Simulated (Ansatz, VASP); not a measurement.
Cs: VASP beside Ansatz

```
Cs
1.0
     5.36733    0.00000    0.00000
    -2.68367    4.64825    0.00000
     0.00000    0.00000    5.01510
Cs
1
Direct
  0.00000 0.00000 0.00000
```

Alike in both runs: task relaxation of cell and atoms; functional PBEsol; k mesh 12 × 12 × 12; occupations gaussian, width 0.1 eV; no spin polarisation.

|  | VASP | Ansatz |
| --- | --- | --- |
| version | VASP 6.6.1 | Ansatz 0.2.0 |
| potentials or method | VASP PAW PBE potentials, release 64 (Cs_sv), cutoff 600 eV | scalar-relativistic, plane waves, PAW |
| valence electrons in the cell | 9 | 9 |

Ansatz gave:

- gap on the k mesh at the Fermi level, each at its own relaxed structure (eV): none
- relaxed volume (Å³/atom): 114.10
- relaxed length of the cell vector where the two differ most in proportion (Å): 5.193

Question: Estimate VASP's values.

Answer: gap on the k mesh at the Fermi level, each at its own relaxed structure (eV): none; relaxed volume (Å³/atom): 113.84; relaxed length of the cell vector where the two differ most in proportion (Å): 5.188.

VASP's potentials were made for PBE, not for PBEsol. A gap of «none» marks a metal or a gap that the smearing closes.

Spin-orbit coupling is off throughout.
